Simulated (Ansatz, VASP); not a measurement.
Ag: VASP beside Ansatz

```
Ag
1.0
     0.00000    2.10585    2.10585
     2.10585    0.00000    2.10585
     2.10585    2.10585    0.00000
Ag
1
Direct
  0.00000 0.00000 0.00000
```

Alike in both runs: task single point; functional r2SCAN; k mesh 7 × 7 × 7; occupations methfessel-paxton of order 1, width 0.0293 eV; no spin polarisation.

|  | VASP | Ansatz |
| --- | --- | --- |
| version | VASP 6.6.1 | Ansatz 0.2.0 |
| potentials or method | VASP PAW PBE potentials, release 64 (Ag), cutoff 550 eV | PAW plane waves |
| valence electrons in the cell | 11 | 19 |

|  | VASP | Ansatz | Ansatz less VASP |
| --- | --- | --- | --- |
| gap on the k mesh at the Fermi level (eV) | none | none | - |
| pressure (GPa) | -6.9 | -6.9 | -0.02 |

VASP's potentials were made for PBE, not for r2SCAN. A gap of «none» marks a metal or a gap that the smearing closes. VASP's potentials hold 11 valence electrons a cell and Ansatz's 19, so a difference there can come from the potentials and not from the codes.

The k mesh is coarse, so the values compare programs but aren't converged.
